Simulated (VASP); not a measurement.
Input of a VASP 6.6.1 run:

Contents of INCAR:

```
PREC = Accurate
ENCUT = 520
EDIFF = 1E-6
ISMEAR = 0
SIGMA = 0.01
LREAL = False
LASPH = True
NELM = 60
ALGO = Normal
ISIF = 2
LWAVE = False
LCHARG = False
GGA = PE
NBANDS = 26
```

The input KPOINTS:

```
Automatic mesh
0
Gamma
  9 9 4
```

File POSCAR:

```
ZnO
1.0
    3.2795251916      0.0000000000      0.0000000000
   -1.6397625958      2.8401521283      0.0000000000
    0.0000000000      0.0000000000      5.2931629191
Zn O
2 2
Direct
    0.3333333333      0.6666666667      0.4999596408
    0.6666666667      0.3333333333     -0.0000403592
    0.6666666667      0.3333333333      0.3790503592
    0.3333333333      0.6666666667      0.8790503592
```

Potentials or basis: VASP PAW PBE potentials, release 64 (Zn, O).

Launch:

```console
$ cat potpaw_PBE.64/Zn/POTCAR potpaw_PBE.64/O/POTCAR > POTCAR
$ mpirun -np 1 vasp_std > vasp.out
```

**Question.** What does it give for the band gap on the k mesh?

**Answer.** 0.73 eV, direct.

**Question.** Estimate the pressure.

**Answer.** 0.9 GPa.

**What was measured.**

From “Electronic structure of alkaline earth and post-transition metal oxides”, 2009, arxiv:0908.1581, for a bulk crystal of ZnO: band gap 3.37 eV.

A measured gap of ZnO is 3.37 eV (quoted in “Electronic structure of alkaline earth and post-transition metal oxides”, 2009, arxiv:0908.1581); the calculated 0.73 eV misses it by -2.64 eV. So large a miss can be the level of theory's own, or it may mean another phase, state or a wrong row. The value is that of PBE, without temperature or zero-point motion. Semilocal functionals fall short of measured gaps as a rule.
